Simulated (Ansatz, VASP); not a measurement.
## Ge: VASP beside Ansatz

INCAR

```
  ALGO = Normal
  EDIFF = 1E-6
  ENCUT = 520
  GGA = PE
  ISIF = 2
  ISMEAR = 0
  LASPH = True
  LCHARG = True
  LELF = True
  LREAL = False
  LVHAR = True
  LWAVE = False
  NBANDS = 36
  NELM = 60
  PREC = Accurate
  SIGMA = 0.15
```

Contents of KPOINTS:

```
k-points
0
Gamma
  12 12 8
```

Contents of POSCAR:

```
Ge
1.0
    4.1799014089      0.0000000000      0.0000000000
   -2.0899507045      3.6199008054      0.0000000000
    0.0000000000      0.0000000000      6.5921402695
Ge
4
Direct
    0.6666666667      0.3333333333      0.0627911807
    0.3333333333      0.6666666667      0.5627911807
    0.6666666667      0.3333333333      0.4372088193
    0.3333333333      0.6666666667      0.9372088193
```

Input for Ansatz:

```yaml
crystal:
  lattice:
    - [4.1799014089, 0.0, 0.0]
    - [-2.0899507045, 3.6199008054, 0.0]
    - [0.0, 0.0, 6.5921402695]
  atoms:
    - { symbol: Ge, position: [0.6666666667, 0.3333333333, 0.0627911807] }
    - { symbol: Ge, position: [0.3333333333, 0.6666666667, 0.5627911807] }
    - { symbol: Ge, position: [0.6666666667, 0.3333333333, 0.4372088193] }
    - { symbol: Ge, position: [0.3333333333, 0.6666666667, 0.9372088193] }
basis:
  ecutwfc: 420
kpoints:
  mp_grid: { grid: [12, 12, 8] }
hamiltonian:
  xc: pbe
scf:
  occupations: { method: gaussian, width: 0.15 }
output:
  forces: true
  stress: true
  eigenvalues: true
```

Change from the starting cell: strain +0.030 along x and y, -0.015 along z, atoms carried along.

Alike in both runs: task single point; functional PBE; k mesh 12 × 12 × 8; occupations gaussian, width 0.15 eV; no spin polarisation.

|  | VASP | Ansatz |
| --- | --- | --- |
| version | VASP 6.6.1 | Ansatz 0.2.0 |
| potentials or method | VASP PAW PBE potentials, release 64 (Ge_d), cutoff 520 eV | scalar-relativistic, plane waves, PAW |
| valence electrons in the cell | 56 | 56 |

VASP gave:

```
gap on the k mesh at the Fermi level (eV)                     : none
pressure (GPa)                                                : -2.1
traceless stress, the component that is largest in VASP (GPa) : 4.34
rms of the force components (eV/Å)                            : 0.216
```

Task: Which values does Ansatz return?

Result: gap on the k mesh at the Fermi level (eV): none; pressure (GPa): -2.1; traceless stress, the component that is largest in VASP (GPa): 4.35; rms of the force components (eV/Å): 0.216.

Atom by atom the forces differ by 0.001 eV/Å (rms over components). A gap of «none» marks a metal or a gap that the smearing closes.
